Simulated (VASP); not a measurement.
A run of VASP 6.6.1:

Contents of INCAR:

```
PREC     = Accurate       # precision mode
ENCUT    = 520            # plane-wave cutoff, eV
EDIFF    = 1E-6           # SCF threshold, eV
ISMEAR   = 0              # smearing method
SIGMA    = 0.1            # smearing width, eV
LREAL    = False          # projectors in reciprocal space
LASPH    = True           # aspherical terms in the spheres
NELM     = 60             # most SCF steps
ALGO     = Normal         # electronic algorithm
ISIF     = 2              # what is computed and relaxed
LWAVE    = False          # write WAVECAR
LCHARG   = True           # write CHGCAR
GGA      = PE             # functional
LELF     = True           # ELF
LVHAR    = True         
NBANDS   = 39             # bands
```

KPOINTS

```
Automatic mesh
0
Gamma
  3 3 4
```

File POSCAR:

```
MgGa2S5
1.0
    7.0113874900      0.0000000000      0.0000000000
   -3.5056937500      6.0720396800      0.0000000000
    0.0000000000      0.0000000000      4.0513395600
Mg Ga S
1 2 5
Direct
    0.0000000000      0.0000000000      0.0000000000
    0.3333333300      0.6666666700      0.5000000000
    0.6666666700      0.3333333300      0.5000000000
    0.3333333300      0.6666666700      0.0000000000
    0.0000000000      0.5000000000      0.5000000000
    0.5000000000      0.5000000000      0.5000000000
    0.5000000000      0.0000000000      0.5000000000
    0.6666666700      0.3333333300      0.0000000000
```

Potentials or basis: VASP PAW PBE potentials, release 64 (Mg, Ga_d, S).

Command:

```bash
$ cat potpaw_PBE.64/Mg/POTCAR potpaw_PBE.64/Ga_d/POTCAR potpaw_PBE.64/S/POTCAR > POTCAR
$ mpirun -np 1 vasp_std > vasp.out
```

Hardware: 1 thread of Intel(R) Xeon(R) Platinum 8488C (Sapphire Rapids) (shared host).

**Question.** Estimate the wall time of this run.

**Answer.** It took 120 s on 1 thread of Intel(R) Xeon(R) Platinum 8488C (Sapphire Rapids), on a shared host, peak memory 0.3 GiB. Counts: scf iterations 14, k points 9.
